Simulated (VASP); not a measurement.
# AlP (F-43m) in VASP: a series of runs

The runs below take AlP through relaxation of cell and atoms, with PBE.

Everything below comes from runs of VASP 6.6.1. Logs are shortened: lines on timing, memory, paths and dates and some standing lists are left out, and cuts for length are marked.

### Step 1. The cell of the first run

Symmetry: F-43m, No. 216, cubic system. Conventional cell: a = 5.493 Å, b = 5.493 Å, c = 5.493 Å, α = 90.00°, β = 90.00°, γ = 90.00°. Within 3.1 Å of Al (site symmetry -43m) lie 4 P at 2.38 Å. P (site symmetry -43m) has 4 Al at 2.38 Å within 3.1 Å.

### Step 2. Relaxation of cell and atoms, PBE

File INCAR:

```
SYSTEM = AlP
ALGO     = Normal         ! electronic algorithm
EDIFF    = 1E-7           ! SCF threshold, eV
EDIFFG   = -0.01          ! ionic threshold
ENCUT    = 500            ! plane-wave cutoff, eV
GGA      = PE             ! functional
GGA_COMPAT= .FALSE.      
IBRION   = 2              ! ionic algorithm
ISIF     = 3              ! what is computed and relaxed
ISMEAR   = 0              ! smearing method
LASPH    = .TRUE.         ! aspherical terms in the spheres
LCHARG   = .FALSE.        ! write CHGCAR
LREAL    = .FALSE.        ! projectors in reciprocal space
LWAVE    = .FALSE.        ! write WAVECAR
NELM     = 120            ! most SCF steps
NELMIN   = 4            
NSW      = 100            ! ionic steps
PREC     = Accurate       ! precision mode
SIGMA    = 0.02           ! smearing width, eV
```

File KPOINTS:

```
k-points
0
G
  8 8 8
  0 0 0
```

File POSCAR:

```
AlP
1.0
    0.0000000000      2.7465138816      2.7465138816
    2.7465138816      0.0000000000      2.7465138816
    2.7465138816      2.7465138816      0.0000000000
Al P
1 1
Direct
    0.0000000000      0.0000000000      0.0000000000
    0.7500000000      0.7500000000      0.7500000000
```

Potentials or basis: VASP PAW PBE potentials, release 64 (Al, P).

The run is started by

```bash
> cat potpaw_PBE.64/Al/POTCAR potpaw_PBE.64/P/POTCAR > POTCAR
> mpirun -np 1 vasp_std > vasp.out
```

OUTCAR:

```text
SYSTEM = AlP
   EDIFF = 1E-7
   EDIFFG = -0.01
   ENCUT = 500
   GGA = PE
   IBRION = 2
   ISIF = 3
   ISMEAR = 0
   LASPH = .TRUE.
   LREAL = .FALSE.
   NELM = 120
   NELMIN = 4
   NSW = 100
   PREC = Accurate

 ion  position               nearest neighbor table
   1  0.000  0.000  0.000-   2 2.38   2 2.38   2 2.38   2 2.38
   2  0.750  0.750  0.750-   1 2.38   1 2.38   1 2.38   1 2.38

  LATTYP: Found a face centered cubic cell.
 ALAT       =     5.4930277632

  Lattice vectors:

 A1 = (   0.0000000000,   2.7465138816,   2.7465138816)
 A2 = (   2.7465138816,   0.0000000000,   2.7465138816)
 A3 = (   2.7465138816,   2.7465138816,   0.0000000000)

Analysis of symmetry for initial positions (statically):
=====================================================================
 Subroutine PRICEL returns:
 Original cell was already a primitive cell.

 Routine SETGRP: Setting up the symmetry group for a
 face centered cubic supercell.

 Subroutine GETGRP returns: Found 24 space group operations
 (whereof 24 operations were pure point group operations)
 out of a pool of 48 trial point group operations.

The static configuration has the point symmetry T_d .

Analysis of symmetry for dynamics (positions and initial velocities):
=====================================================================
 Subroutine PRICEL returns:
 Original cell was already a primitive cell.

 Routine SETGRP: Setting up the symmetry group for a
 face centered cubic supercell.

 Subroutine GETGRP returns: Found 24 space group operations
 (whereof 24 operations were pure point group operations)
 out of a pool of 48 trial point group operations.

The dynamic configuration has the point symmetry T_d .

 Subroutine INISYM returns: Found 24 space group operations
 (whereof 24 operations are pure point group operations),
 and found     1 'primitive' translations

----------------------------------------------------------------------------------------

                                     Primitive cell

  volume of cell :      41.4358

  direct lattice vectors                    reciprocal lattice vectors
     0.000000000  2.746513882  2.746513882    -0.182048962  0.182048962  0.182048962
     2.746513882  0.000000000  2.746513882     0.182048962 -0.182048962  0.182048962
     2.746513882  2.746513882  0.000000000     0.182048962  0.182048962 -0.182048962
[... 98 lines left out ...]
   EFERMI =   0.00;   METHOD = LEGACY
   ISMEAR =     0;   SIGMA  =   0.02  broadening in eV -4-tet -1-fermi 0-gaus
   EFERMI_NEDOS =   21; number of points for ismear=-14 and -15
   IALGO  =     38    algorithm
   IMIX   =      4    mixing-type and parameters
     AMIX     =   0.40;   BMIX     =  1.00
     AMIX_MAG =   1.60;   BMIX_MAG =  1.00
  volume/ion in A,a.u.               =      20.72       139.81
  Fermi-wavevector in a.u.,A,eV,Ry     =   0.946193  1.788045 12.181038  0.895281
  Thomas-Fermi vector in A             =   2.074167
   LORBIT       =      0    0 simple, 1 ext, 2 COOP (PROOUT), +10 PAW based schemes
   GGA     = PE    functional components
   LHFCALC =     F    Hartree Fock is set to
   AEXX    =    0.0000 exact exchange contribution
   IVDW    =     0    specifies the selected vdW correction
   LEPSILON=     F    determine dielectric tensor
   LRPA    =     F    only Hartree local field effects (RPA)
 conjugate gradient relaxation of ions
 non-spin polarized calculation
 Gauss-broadening in eV      SIGMA  =   0.02
  energy-cutoff  :      500.00
  volume of cell :       41.44
 maximum number of plane-waves:      1067
   NGX = 15   NGY = 15   NGZ = 15

--------------------------------------- Ionic step        1  -------------------------------------------

 number of electron       8.0000001 magnetization

 Free energy of the ion-electron system (eV)
  ---------------------------------------------------
  ext. energy  EPLUGINS =         0.00000000
  ---------------------------------------------------
  free energy    TOTEN  =       -10.37623477 eV

  energy without entropy =      -10.37623477  energy(sigma->0) =      -10.37623477

------------------------ aborting loop because EDIFF is reached ----------------------------------------

  FORCE on cell =-STRESS in cart. coord.  units (eV):
  Direction    XX          YY          ZZ          XY          YZ          ZX
  --------------------------------------------------------------------------------------
  -------------------------------------------------------------------------------------
  Total        0.1495103      0.1495103      0.1495103     -0.0000000      0.0000000     -0.0000000
  in kB        5.7810459      5.7810459      5.7810459     -0.0000000      0.0000000     -0.0000000
  external PRESSURE =       5.7810459 kB  Pullay stress =       0.0000000 kB
[... 59 lines left out ...]
--------------------------------------- Ionic step        3  -------------------------------------------

 number of electron       8.0000001 magnetization

 Free energy of the ion-electron system (eV)
  ---------------------------------------------------
  ext. energy  EPLUGINS =         0.00000000
  ---------------------------------------------------
  free energy    TOTEN  =       -10.37674212 eV

  energy without entropy =      -10.37674212  energy(sigma->0) =      -10.37674212

 E-fermi :   4.4379     XC(G=0):  -9.1122

 val. band max:        4.3548813894   @ k =   0.0000   0.0000   0.0000
 cond. band min:       5.9827052846   @ k =   0.5000   0.5000   0.0000
 fundamental gap:      1.6278238952
 Fermi energy:         4.4378727880

 k-point     1 :       0.0000    0.0000    0.0000
  band No.  band energies     occupation
      1      -7.0093      2.00000
      2       4.3549      2.00000
      3       4.3549      2.00000
      4       4.3549      2.00000
      5       7.4484      0.00000
      6       8.8813      0.00000
      7       8.8813      0.00000
      8       8.8813      0.00000
[... 243 lines left out ...]
 k-point    24 :      -0.3750    0.2500    0.1250
  band No.  band energies     occupation
      1      -5.0894      2.00000
      2      -0.7222      2.00000
      3       1.8178      2.00000
      4       2.9103      2.00000
      5       8.2754      0.00000
      6       8.8530      0.00000
      7      11.1635      0.00000
      8      11.9785      0.00000

 [... further k-points ...]

------------------------ aborting loop because EDIFF is reached ----------------------------------------

  FORCE on cell =-STRESS in cart. coord.  units (eV):
  Direction    XX          YY          ZZ          XY          YZ          ZX
  --------------------------------------------------------------------------------------
  -------------------------------------------------------------------------------------
  Total        0.0012563      0.0012563      0.0012563      0.0000000      0.0000000      0.0000000
  in kB        0.0482452      0.0482452      0.0482452      0.0000000      0.0000000      0.0000000
  external PRESSURE =       0.0482452 kB  Pullay stress =       0.0000000 kB
[... 17 lines left out ...]
  FREE ENERGIE OF THE ION-ELECTRON SYSTEM (eV)
  ---------------------------------------------------
  free  energy   TOTEN  =       -10.3767421150 eV

  energy  without entropy=      -10.3767421150  energy(sigma->0) =      -10.37674212

 reached required accuracy - stopping structural energy minimisation
```

OSZICAR:

```text
N       E                     dE             d eps       ncg     rms          rms(c)
DAV:   1     0.119443501739E+02    0.11944E+02   -0.31080E+03   472   0.733E+02
DAV:   2    -0.102043718393E+02   -0.22149E+02   -0.20984E+02   656   0.893E+01
DAV:   3    -0.107181043002E+02   -0.51373E+00   -0.51373E+00   600   0.180E+01
[... 25 lines left out ...]
DAV:   3    -0.103767426745E+02    0.29148E-04   -0.11676E-04   568   0.559E-02    0.122E-02
DAV:   4    -0.103767416305E+02    0.10441E-05   -0.29865E-06   568   0.125E-02    0.982E-03
DAV:   5    -0.103767418545E+02   -0.22403E-06   -0.10393E-06   536   0.617E-03    0.407E-03
DAV:   6    -0.103767420523E+02   -0.19784E-06   -0.39926E-08   232   0.166E-03    0.135E-03
DAV:   7    -0.103767421150E+02   -0.62694E-07   -0.13702E-08   232   0.911E-04
   3 F= -.10376742E+02 E0= -.10376742E+02  d E =-.507345E-03
```

Wall time 25 s (1 thread of Intel Xeon Platinum 8259CL at 2.50GHz (Skylake/Cascade Lake), shared host); peak memory 0.15 GiB.

Results:

* Free energy: -10.3767 eV
* Relaxed volume: 20.86 Å³/atom
* Relaxed cell: a = 3.893 Å, b = 3.893 Å, c = 3.893 Å, α = 60.00°, β = 60.00°, γ = 60.00°
* Space group after relaxing (to 0.05 Å): F-43m (No. 216)
* Energy gained by relaxing: 0.3 meV/atom
* Ionic steps: 3
* Pressure after relaxing: 0.0 GPa
* Band gap on the k mesh: 1.63 eV, indirect (least direct gap 3.09 eV)

Step by step:
```
step  energy change (eV)  largest force (eV/Å)  pressure (GPa)  volume (Å³)
   1              0.0000                0.0000            0.58        41.44
   2             -0.0003                0.0000           -0.32        41.89
   3             -0.0005                0.0000            0.00        41.72
```

Final structure:
```xyz
2
Lattice="0.0000 2.7528 2.7528 2.7528 0.0000 2.7528 2.7528 2.7528 0.0000" Properties=species:S:1:pos:R:3 pbc="T T T"
Al    0.0000    0.0000    0.0000
P     4.1292    4.1292    4.1292
```

Levels at points of the mesh, in eV from the valence-band top:
```tsv
k point	band 2	band 3	band 4	band 5	band 6	band 7
(0.00, 0.00, 0.00)	0.00	0.00	0.00	3.09	4.53	4.53
(0.50, 0.00, 0.00)	-5.42	-0.75	-0.75	2.72	4.81	4.81
(0.50, 0.50, 0.00)	-5.22	-2.05	-2.05	1.63	2.47	10.86
```

A k mesh can miss the band edges. PBE gaps usually lie below the measured ones, often by a third to a half.

### Step 3. Relaxation of cell and atoms, PBE

This run uses another cell than the first one, of 20.88 Å³/atom, 1.008 times its volume.

File INCAR:

```
SYSTEM = AlP
  PREC = Accurate
  ENCUT = 500
  EDIFF = 1E-7
  ISMEAR = 0
  SIGMA = 0.01
  LREAL = .False.
  LASPH = .True.
  NELM = 120
  ALGO = Normal
  ISIF = 3
  LWAVE = .False.
  LCHARG = .False.
  GGA = PE
  IBRION = 2
  NSW = 80
  EDIFFG = -0.001
  GGA_COMPAT = .False.
  NELMIN = 4
```

File KPOINTS:

```
Automatic mesh
0
Gamma
  8 8 8
  0 0 0
```

File POSCAR:

```
AlP
1.0
    0.0000000000      2.7538283603      2.7538283603
    2.7538283603      0.0000000000      2.7538283603
    2.7538283603      2.7538283603      0.0000000000
Al P
1 1
Direct
    0.0000000000      0.0000000000      0.0000000000
    0.7500000000      0.7500000000      0.7500000000
```

Potentials or basis: VASP PAW PBE potentials, release 64 (Al, P).

The run is started by

```bash
> cat potpaw_PBE.64/Al/POTCAR potpaw_PBE.64/P/POTCAR > POTCAR
> mpirun -np 1 vasp_std > vasp.out
```

OUTCAR:

```text
SYSTEM = AlP
   PREC = Accurate
   ENCUT = 500
   EDIFF = 1E-7
   ISMEAR = 0
   LREAL = .False.
   LASPH = .True.
   NELM = 120
   ISIF = 3
   GGA = PE
   IBRION = 2
   NSW = 80
   EDIFFG = -0.001
   NELMIN = 4

 ion  position               nearest neighbor table
   1  0.000  0.000  0.000-   2 2.38   2 2.38   2 2.38   2 2.38
   2  0.750  0.750  0.750-   1 2.38   1 2.38   1 2.38   1 2.38

  LATTYP: Found a face centered cubic cell.
 ALAT       =     5.5076567206

  Lattice vectors:

 A1 = (   0.0000000000,   2.7538283603,   2.7538283603)
 A2 = (   2.7538283603,   0.0000000000,   2.7538283603)
 A3 = (   2.7538283603,   2.7538283603,   0.0000000000)

Analysis of symmetry for initial positions (statically):
=====================================================================
[... 259 lines left out ...]
 fundamental gap:      1.6278542491
 Fermi energy:         4.4478654112

 k-point     1 :       0.0000    0.0000    0.0000
  band No.  band energies     occupation
      1      -7.0094      2.00000
      2       4.3547      2.00000
      3       4.3547      2.00000
      4       4.3547      2.00000
      5       7.4481      0.00000
      6       8.8811      0.00000
      7       8.8811      0.00000
      8       8.8811      0.00000
[... 243 lines left out ...]
 k-point    24 :      -0.3750    0.2500    0.1250
  band No.  band energies     occupation
      1      -5.0895      2.00000
      2      -0.7223      2.00000
      3       1.8177      2.00000
      4       2.9102      2.00000
      5       8.2752      0.00000
      6       8.8528      0.00000
      7      11.1633      0.00000
      8      11.9783      0.00000

 [... further k-points ...]

------------------------ aborting loop because EDIFF is reached ----------------------------------------

  FORCE on cell =-STRESS in cart. coord.  units (eV):
  Direction    XX          YY          ZZ          XY          YZ          ZX
  --------------------------------------------------------------------------------------
  -------------------------------------------------------------------------------------
  Total        0.0009674      0.0009674      0.0009674      0.0000000      0.0000000      0.0000000
  in kB        0.0371494      0.0371494      0.0371494      0.0000000      0.0000000      0.0000000
  external PRESSURE =       0.0371494 kB  Pullay stress =       0.0000000 kB
[... 17 lines left out ...]
  FREE ENERGIE OF THE ION-ELECTRON SYSTEM (eV)
  ---------------------------------------------------
  free  energy   TOTEN  =       -10.3767846601 eV

  energy  without entropy=      -10.3767846601  energy(sigma->0) =      -10.37678466

 reached required accuracy - stopping structural energy minimisation
```

OSZICAR:

```text
N       E                     dE             d eps       ncg     rms          rms(c)
DAV:   1     0.120564531610E+02    0.12056E+02   -0.31234E+03   472   0.733E+02
DAV:   2    -0.101916581666E+02   -0.22248E+02   -0.21526E+02   632   0.899E+01
DAV:   3    -0.107163130785E+02   -0.52465E+00   -0.52465E+00   640   0.183E+01
[... 20 lines left out ...]
DAV:   2    -0.103767858597E+02    0.32817E-05   -0.86416E-06   552   0.160E-02    0.701E-03
DAV:   3    -0.103767850320E+02    0.82765E-06   -0.25248E-06   560   0.820E-03    0.152E-03
DAV:   4    -0.103767848483E+02    0.18370E-06   -0.63663E-08   248   0.186E-03    0.108E-03
DAV:   5    -0.103767846817E+02    0.16666E-06   -0.21458E-08   232   0.994E-04    0.471E-04
DAV:   6    -0.103767846601E+02    0.21591E-07   -0.21248E-09   232   0.436E-04
   3 F= -.10376785E+02 E0= -.10376785E+02  d E =-.139289E-04
```

Run time: 21 s. Hardware: 1 thread of Intel Xeon Platinum 8259CL at 2.50GHz (Skylake/Cascade Lake), shared host; peak memory 0.15 GiB.

Results:

```
Free energy                            : -10.3768 eV
Relaxed volume                         : 20.86 Å³/atom
Relaxed cell                           : a = 3.893 Å, b = 3.893 Å, c = 3.893 Å, α = 60.00°, β = 60.00°, γ = 60.00°
Space group after relaxing (to 0.05 Å) : F-43m (No. 216)
Energy gained by relaxing              : 0.0 meV/atom
Ionic steps                            : 3
Pressure after relaxing                : 0.0 GPa
Band gap on the k mesh                 : 1.63 eV, indirect (least direct gap 3.09 eV)
```

Final structure:
```cif
data_structure
_symmetry_space_group_name_H-M 'P 1'
_symmetry_Int_Tables_number 1
_cell_length_a 3.8930
_cell_length_b 3.8930
_cell_length_c 3.8930
_cell_angle_alpha 60.000
_cell_angle_beta 60.000
_cell_angle_gamma 60.000
_cell_volume 41.72
loop_
_atom_site_label
_atom_site_type_symbol
_atom_site_fract_x
_atom_site_fract_y
_atom_site_fract_z
_atom_site_occupancy
Al1 Al 0.00000 0.00000 0.00000 1
P1 P 0.75000 0.75000 0.75000 1
```

Levels at points of the mesh, in eV from the valence-band top:
```
           k point  band 1  band 2  band 3  band 4  band 5  band 6  band 7  band 8
(0.00, 0.00, 0.00)  -11.36    0.00    0.00    0.00    3.09    4.53    4.53    4.53
(0.50, 0.00, 0.00)   -9.75   -5.42   -0.75   -0.75    2.72    4.81    4.81    8.21
(0.50, 0.50, 0.00)   -9.11   -5.22   -2.05   -2.05    1.63    2.47   10.86   10.86
```
